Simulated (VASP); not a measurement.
# Al (Pm-3m) in VASP: a series of runs

Runs on Al. Level: r2SCAN. Tasks: single point, relaxation of cell and atoms.

Everything below comes from runs of VASP 6.6.1. Logs are shortened: lines on timing, memory, paths and dates and some standing lists are left out, and cuts for length are marked.

### 1 The cell of the first run

It takes space group Pm-3m (No. 221, cubic). Conventional cell: a = 2.699 Å, b = 2.699 Å, c = 2.699 Å, α = 90.00°, β = 90.00°, γ = 90.00°. Within 3.6 Å of Al (site symmetry m-3m) lie 6 Al at 2.70 Å.

This isn't the form of Al at room conditions, which is fcc.

### 2 Single point, r2SCAN

File POSCAR:

```
Al
1.0
    2.6985741727      0.0000000000      0.0000000000
    0.0000000000      2.6985741727      0.0000000000
    0.0000000000      0.0000000000      2.6985741727
Al
1
Direct
    0.0000000000      0.0000000000      0.0000000000
```

File INCAR.step1:

```
PREC     = Accurate       # precision mode
ENCUT    = 550            # plane-wave cutoff, eV
ISMEAR   = -1             # smearing method
SIGMA    = 0.05           # smearing width, eV
LREAL    = False          # projectors in reciprocal space
LASPH    = True           # aspherical terms in the spheres
NELM     = 120            # most SCF steps
NBANDS   = 8              # bands
GGA      = PE             # functional
ALGO     = Normal         # electronic algorithm
EDIFF    = 1E-5           # SCF threshold, eV
LWAVE    = True           # write WAVECAR
LCHARG   = False          # write CHGCAR
GGA_COMPAT= False
```

File INCAR.step2:

```
PREC     = Accurate       # precision mode
ENCUT    = 550            # plane-wave cutoff, eV
EDIFF    = 1E-6           # SCF threshold, eV
ISMEAR   = -1             # smearing method
SIGMA    = 0.05           # smearing width, eV
LREAL    = False          # projectors in reciprocal space
LASPH    = True           # aspherical terms in the spheres
NELM     = 120            # most SCF steps
ALGO     = Normal         # electronic algorithm
ISIF     = 2              # what is computed and relaxed
LWAVE    = False          # write WAVECAR
LCHARG   = False          # write CHGCAR
METAGGA  = R2SCAN         # meta-GGA
LMIXTAU  = True         
NBANDS   = 8              # bands
ISTART   = 1            
GGA_COMPAT= False
```

File KPOINTS:

```
regular mesh
0
Gamma
  8 8 8
```

Potentials or basis: VASP PAW PBE potentials, release 64 (Al).

Launch:

```bash
cat potpaw_PBE.64/Al/POTCAR > POTCAR
cp INCAR.step1 INCAR
mpirun -np 1 vasp_std > vasp.out
cp INCAR.step2 INCAR
mpirun -np 1 vasp_std > vasp.out
```

OUTCAR:

```text
PREC = Accurate
   ENCUT = 550
   EDIFF = 1E-6
   ISMEAR = -1
   LREAL = False
   LASPH = True
   NELM = 120
   ISIF = 2
   METAGGA = R2SCAN
   ISTART = 1

 ion  position               nearest neighbor table
   1  0.000  0.000  0.000-

  LATTYP: Found a simple cubic cell.
 ALAT       =     2.6985741727

  Lattice vectors:

 A1 = (   2.6985741727,   0.0000000000,   0.0000000000)
 A2 = (   0.0000000000,   2.6985741727,   0.0000000000)
 A3 = (   0.0000000000,   0.0000000000,   2.6985741727)

Analysis of symmetry for initial positions (statically):
=====================================================================
 Subroutine PRICEL returns:
 Original cell was already a primitive cell.

 Routine SETGRP: Setting up the symmetry group for a
 simple cubic supercell.

 Subroutine GETGRP returns: Found 48 space group operations
 (whereof 48 operations were pure point group operations)
 out of a pool of 48 trial point group operations.

The static configuration has the point symmetry O_h .

Analysis of symmetry for dynamics (positions and initial velocities):
=====================================================================
 Subroutine PRICEL returns:
 Original cell was already a primitive cell.

 Routine SETGRP: Setting up the symmetry group for a
 simple cubic supercell.

 Subroutine GETGRP returns: Found 48 space group operations
 (whereof 48 operations were pure point group operations)
 out of a pool of 48 trial point group operations.

The dynamic configuration has the point symmetry O_h .

 Subroutine INISYM returns: Found 48 space group operations
 (whereof 48 operations are pure point group operations),
 and found     1 'primitive' translations

----------------------------------------------------------------------------------------

                                     Primitive cell

  volume of cell :      19.6518

  direct lattice vectors                    reciprocal lattice vectors
     2.698574173  0.000000000  0.000000000     0.370566060  0.000000000  0.000000000
     0.000000000  2.698574173  0.000000000     0.000000000  0.370566060  0.000000000
     0.000000000  0.000000000  2.698574173     0.000000000  0.000000000  0.370566060

  length of vectors
     2.698574173  2.698574173  2.698574173     0.370566060  0.370566060  0.370566060

  position of ions in fractional coordinates (direct lattice)
     0.000000000  0.000000000  0.000000000

  ion indices of the primitive-cell ions
   primitive index   ion index
                 1           1

----------------------------------------------------------------------------------------

 KPOINTS: regular mesh

Automatic generation of k-mesh.
 Grid dimensions read from file:
 generate k-points for:    8    8    8

 Generating k-lattice:

  Cartesian coordinates                     Fractional coordinates (reciprocal lattice)
     0.046320758  0.000000000  0.000000000     0.125000000  0.000000000  0.000000000
     0.000000000  0.046320758  0.000000000     0.000000000  0.125000000  0.000000000
     0.000000000  0.000000000  0.046320758     0.000000000  0.000000000  0.125000000

  Length of vectors
     0.046320758  0.046320758  0.046320758

  Shift w.r.t. Gamma in fractional coordinates (k-lattice)
     0.000000000  0.000000000  0.000000000

 Subroutine IBZKPT returns following result:
 ===========================================

 Found     35 irreducible k-points:

 Following reciprocal coordinates:
            Coordinates               Weight
  0.000000  0.000000  0.000000      1.000000
  0.125000  0.000000  0.000000      6.000000
  0.250000  0.000000  0.000000      6.000000
  0.375000  0.000000  0.000000      6.000000
  0.500000  0.000000  0.000000      3.000000
  0.125000  0.125000  0.000000     12.000000
[... 16 lines left out ...]
  0.375000  0.375000  0.125000     24.000000
  0.500000  0.375000  0.125000     24.000000
 [... further k-points ...]
   k-points           NKPTS =     35   k-points in BZ     NKDIM =     35   number of bands    NBANDS=      8
   number of dos      NEDOS =    301   number of ions     NIONS =      1
   total plane-waves  NPLWV =  13824
   dimension x,y,z NGX =    24 NGY =   24 NGZ =   24
   dimension x,y,z NGXF=    48 NGYF=   48 NGZF=   48
   ions per type =               1
   NGX,Y,Z   is equivalent  to a cutoff of  14.79, 14.79, 14.79 a.u.
   NGXF,Y,Z  is equivalent  to a cutoff of  29.57, 29.57, 29.57 a.u.
 SYSTEM =  unknown system
   PREC   = accura    normal or accurate (medium, high low for compatibility)
   ISTART =      1    job   : 0-new  1-cont  2-samecut
   ICHARG =      0    charge: 1-file 2-atom 10-const
   ISPIN  =      1    spin polarized calculation?
   LNONCOLLINEAR =      F non collinear calculations
   LSORBIT =      F    spin-orbit coupling
   LASPH  =      T    aspherical Exc in radial PAW
   ENCUT  =  550.0 eV  40.42 Ry    6.36 a.u.   5.16  5.16  5.16*2*pi/ulx,y,z
   NELM   =    120;   NELMIN=  2; NELMDL=  0     # of ELM steps
   EDIFF  = 0.1E-05   stopping-criterion for ELM
   LREAL  =      F    real-space projection
   EDIFFG = 0.1E-04   stopping-criterion for IOM
   NSW    =      0    number of steps for IOM
   IBRION =     -1    ionic relax: 0-MD 1-quasi-New 2-CG
   NFREE  =      0    steps in history (QN), initial steepest desc. (CG)
   ISIF   =      2    stress and relaxation
   ISYM   =      2    0-nonsym 1-usesym 2-fastsym
   POTIM  = 0.5000    time-step for ionic-motion
   TEBEG  =    0.0;   TEEND  =   0.0 temperature during run
   PSTRESS=    0.0 pullay stress
   NELECT =       3.0000    total number of electrons
   NUPDOWN=      -1.0000    fix difference up-down
   EMIN   =  10.00;   EMAX   =-10.00  energy-range for DOS
   EFERMI =   0.00;   METHOD = LEGACY
   ISMEAR =    -1;   SIGMA  =   0.05  broadening in eV -4-tet -1-fermi 0-gaus
   EFERMI_NEDOS =   21; number of points for ismear=-14 and -15
   IALGO  =     38    algorithm
   IMIX   =      4    mixing-type and parameters
     AMIX     =   0.40;   BMIX     =  1.00
     AMIX_MAG =   1.60;   BMIX_MAG =  1.00
  volume/ion in A,a.u.               =      19.65       132.62
  Fermi-wavevector in a.u.,A,eV,Ry     =   0.874945  1.653407 10.415658  0.765529
  Thomas-Fermi vector in A             =   1.994547
   LORBIT       =      0    0 simple, 1 ext, 2 COOP (PROOUT), +10 PAW based schemes
   METAGGA = R2SCAN    functional components
   LHFCALC =     F    Hartree Fock is set to
   AEXX    =    0.0000 exact exchange contribution
   IVDW    =     0    specifies the selected vdW correction
   LEPSILON=     F    determine dielectric tensor
   LRPA    =     F    only Hartree local field effects (RPA)
 non-spin polarized calculation
  energy-cutoff  :      550.00
  volume of cell :       19.65
 maximum number of plane-waves:       592
 NGX is ok and might be reduce to    24
   NGX = 11   NGY = 11   NGZ = 11

 number of electron       3.0000000 magnetization

 Free energy of the ion-electron system (eV)
  ---------------------------------------------------
  ext. energy  EPLUGINS =         0.00000000
  ---------------------------------------------------
  free energy    TOTEN  =        -6.30342699 eV

  energy without entropy =       -6.30113663  energy(sigma->0) =       -6.30228181

 E-fermi :   5.8813     XC(G=0): -10.1036

 val. band max:        5.8809971969   @ k =   0.5000   0.5000   0.0000
 cond. band min:       6.0810002370   @ k =   0.5000   0.3750   0.3750
 fundamental gap:      0.2000030400
 Fermi energy:         5.8812884586

 k-point     1 :       0.0000    0.0000    0.0000
  band No.  band energies     occupation
      1      -4.4296      2.00000
      2      14.3304      0.00000
      3      14.3304      0.00000
      4      15.8395      0.00000
      5      15.8395      0.00000
      6      15.8395      0.00000
      7      23.2973      0.00000
      8      31.6276      0.00000

 k-point     2 :       0.1250    0.0000    0.0000
  band No.  band energies     occupation
      1      -4.0949      2.00000
      2      10.9955      0.00000
      3      14.6117      0.00000
      4      16.1205      0.00000
      5      16.1205      0.00000
      6      18.5965      0.00000
      7      24.5981      0.00000
      8      29.4666      0.00000

 k-point     3 :       0.2500    0.0000    0.0000
  band No.  band energies     occupation
      1      -3.0974      2.00000
      2       7.1829      0.00000
      3      15.4094      0.00000
      4      16.9610      0.00000
      5      16.9610      0.00000
      6      20.8483      0.00000
      7      26.1096      0.00000
      8      26.1096      0.00000

 k-point     4 :       0.3750    0.0000    0.0000
  band No.  band energies     occupation
      1      -1.4634      2.00000
      2       3.7963      2.00000
      3      16.5003      0.00000
      4      18.3408      0.00000
      5      18.3408      0.00000
      6      22.7275      0.00000
      7      23.0833      0.00000
      8      23.0833      0.00000

 k-point     5 :       0.5000    0.0000    0.0000
  band No.  band energies     occupation
      1       0.3687      2.00000
      2       1.3727      2.00000
      3      17.1334      0.00000
      4      19.7685      0.00000
      5      19.7685      0.00000
      6      21.0948      0.00000
      7      21.0948      0.00000
      8      23.9448      0.00000
[... 177 lines left out ...]
 k-point    22 :       0.5000    0.2500    0.1250
  band No.  band energies     occupation
      1       2.0164      2.00000
      2       2.9035      2.00000
      3      11.6018      0.00000
      4      13.7015      0.00000
      5      17.8538      0.00000
      6      18.6549      0.00000
      7      26.2298      0.00000
      8      26.4490      0.00000

 k-point    23 :       0.3750    0.3750    0.1250
  band No.  band energies     occupation
      1       1.7720      2.00000
      2       6.1264      0.01474
      3       7.7897      0.00000
      4      12.3183      0.00000
      5      17.5399      0.00000
      6      21.3507      0.00000
      7      23.2833      0.00000
      8      26.9594      0.00000

 k-point    24 :       0.5000    0.3750    0.1250
  band No.  band energies     occupation
      1       3.6232      2.00000
      2       4.3396      2.00000
      3       8.5832      0.00000
      4      10.3320      0.00000
      5      19.0678      0.00000
      6      19.9046      0.00000
      7      23.5047      0.00000
      8      27.1860      0.00000

 [... further k-points ...]

------------------------ aborting loop because EDIFF is reached ----------------------------------------

  FORCE on cell =-STRESS in cart. coord.  units (eV):
  Direction    XX          YY          ZZ          XY          YZ          ZX
  --------------------------------------------------------------------------------------
  -------------------------------------------------------------------------------------
  Total       -0.0188747     -0.0188747     -0.0188747     -0.0000000     -0.0000000      0.0000000
  in kB       -1.5388182     -1.5388182     -1.5388182     -0.0000000     -0.0000000      0.0000000
  external PRESSURE =      -1.5388182 kB  Pullay stress =       0.0000000 kB

 VOLUME and BASIS-vectors are now :
 -----------------------------------------------------------------------------
  energy-cutoff  :      550.00
  volume of cell :       19.65
      direct lattice vectors                 reciprocal lattice vectors
     2.698574173  0.000000000  0.000000000     0.370566060  0.000000000  0.000000000
     0.000000000  2.698574173  0.000000000     0.000000000  0.370566060  0.000000000
     0.000000000  0.000000000  2.698574173     0.000000000  0.000000000  0.370566060

 POSITION                                       TOTAL-FORCE (eV/Angst)
 -----------------------------------------------------------------------------------
      0.00000      0.00000      0.00000         0.000000      0.000000      0.000000
 -----------------------------------------------------------------------------------
    total drift:                               -0.000000     -0.000000      0.000000

  FREE ENERGIE OF THE ION-ELECTRON SYSTEM (eV)
  ---------------------------------------------------
  free  energy   TOTEN  =        -6.3034269931 eV

  energy  without entropy=       -6.3011366312  energy(sigma->0) =       -6.30228181
```

Wall time 26 s (1 thread of Intel Xeon 8259CL, shared host); peak memory 0.13 GiB.

What came out:

* Free energy: -6.3034 eV
* Pressure: -0.2 GPa
* Band gap on the k mesh: zero (an odd number of electrons rules out a gap without spin polarisation)

Caveat: the PAW data sets were made with another functional, which shifts forces and pressure a little.

### 3 Single point, r2SCAN

POSCAR is that of step 2.

File INCAR.step1:

```
SYSTEM = Al
  PREC = Accurate
  ENCUT = 550
  ISMEAR = -1
  SIGMA = 0.05
  LREAL = .FALSE.
  LASPH = .TRUE.
  NELM = 120
  NBANDS = 8
  GGA = PE
  ALGO = Normal
  EDIFF = 1E-5
  LWAVE = .TRUE.
  LCHARG = .FALSE.
  GGA_COMPAT = .FALSE.
```

File INCAR.step2:

```
SYSTEM = Al
  PREC = Accurate
  ENCUT = 550
  EDIFF = 1E-6
  ISMEAR = -1
  SIGMA = 0.05
  LREAL = .FALSE.
  LASPH = .TRUE.
  NELM = 120
  ALGO = Normal
  ISIF = 2
  LWAVE = .FALSE.
  LCHARG = .FALSE.
  METAGGA = R2SCAN
  LMIXTAU = .TRUE.
  NBANDS = 8
  ISTART = 1
  GGA_COMPAT = .FALSE.
```

File KPOINTS:

```
Automatic mesh
0
G
  8 8 8
  0 0 0
```

Potentials or basis: VASP PAW PBE potentials, release 64 (Al).

Launch:

```bash
cat potpaw_PBE.64/Al/POTCAR > POTCAR
cp INCAR.step1 INCAR
mpirun -np 1 vasp_std > vasp.out
cp INCAR.step2 INCAR
mpirun -np 1 vasp_std > vasp.out
```

Wall time 22 s (1 thread of Intel Xeon 8259CL, shared host); peak memory 0.13 GiB.

The run converged. Its results:

```
Free energy            : -6.3034 eV
Pressure               : -0.2 GPa
Band gap on the k mesh : zero (an odd number of electrons rules out a gap without spin polarisation)
```

Levels at points of the mesh, in eV from the Fermi level:
```
           k point  band 1  band 2  band 3  band 4
(0.00, 0.00, 0.00)  -10.31    8.45    8.45    9.96
(0.50, 0.00, 0.00)   -5.51   -4.51   11.25   13.89
(0.50, 0.50, 0.00)   -0.67   -0.67    0.00    2.32
(0.50, 0.50, 0.50)    3.15    3.15    3.15    5.79
```

Caveat: the PAW data sets were made with another functional, which shifts forces and pressure a little.

### 4 Relaxation of cell and atoms, r2SCAN

This run uses another cell than the first one, of 18.19 Å³/atom.

File POSCAR:

```
Al
1.0
    2.6300000000      0.0000000000      0.0000000000
    0.0000000000      2.6300000000      0.0000000000
    0.0000000000      0.0000000000      2.6300000000
Al
1
Direct
    0.0000000000      0.0000000000      0.0000000000
```

File INCAR.step1:

```
ALGO = Normal ; EDIFF = 1E-5
EDIFFG = -0.005 ; ENCUT = 550
GGA = PE ; GGA_COMPAT = F
IBRION = 2 ; ISIF = 3
ISMEAR = -1 ; LASPH = T
LCHARG = F ; LREAL = F
LWAVE = T ; NELM = 120
NELMIN = 4 ; NSW = 100
PREC = Accurate ; SIGMA = 0.05
```

File INCAR.step2:

```
ALGO = Normal ; EDIFF = 1E-7
EDIFFG = -0.01 ; ENCUT = 550
GGA_COMPAT = F ; IBRION = 2
ISIF = 3 ; ISMEAR = -1
ISTART = 1 ; LASPH = T
LCHARG = F ; LMIXTAU = T
LREAL = F ; LWAVE = F
METAGGA = R2SCAN ; NELM = 120
NELMIN = 4 ; NSW = 80
PREC = Accurate ; SIGMA = 0.05
```

File KPOINTS:

```
k-points
0
Gamma
  8 8 8
```

Launch:

```bash
cat potpaw_PBE.64/Al/POTCAR > POTCAR
cp INCAR.step1 INCAR
mpirun -np 1 vasp_std > vasp.out
cp INCAR.step2 INCAR
mpirun -np 1 vasp_std > vasp.out
```

Run time: 58 s. Hardware: 1 thread of Intel Xeon 8259CL, shared host; peak memory 0.12 GiB.

Results (log left out):

```yaml
Free_energy: -6.3035 eV
Relaxed_volume: 19.59 Å³/atom
Relaxed_cell: a = 2.696 Å, b = 2.696 Å, c = 2.696 Å, α = 90.00°, β = 90.00°, γ = 90.00°
Space_group_after_relaxing_to_0.1_Å: Pm-3m (No. 221)
Energy_gained_by_relaxing: 22.1 meV/atom
Ionic_steps: 3
Pressure_after_relaxing: 0.0 GPa
Band_gap_on_the_k_mesh: zero (an odd number of electrons rules out a gap without spin polarisation)
```

The path:
```tsv
step	energy change (eV)	largest force (eV/Å)	pressure (GPa)	volume (Å³)
1	0.0000	0.0000	5.48	18.19
2	-0.0214	0.0000	-0.80	19.88
3	-0.0221	0.0000	0.03	19.59
```

Final structure:
```yaml
crystal:
  lattice:
    - [2.69586, 0.00000, 0.00000]
    - [0.00000, 2.69586, 0.00000]
    - [0.00000, 0.00000, 2.69586]
  atoms:
    - { symbol: Al, position: [0.00000, 0.00000, 0.00000] }
```

Levels at points of the mesh, in eV from the Fermi level:
| k point | band 1 | band 2 | band 3 | band 4 |
| --- | --- | --- | --- | --- |
| (0.00, 0.00, 0.00) | -10.33 | 8.45 | 8.45 | 9.98 |
| (0.50, 0.00, 0.00) | -5.52 | -4.52 | 11.26 | 13.92 |
| (0.50, 0.50, 0.00) | -0.67 | -0.67 | 0.01 | 2.31 |
| (0.50, 0.50, 0.50) | 3.16 | 3.16 | 3.16 | 5.79 |

Caveat: the PAW data sets were made with another functional, which shifts forces and pressure a little.
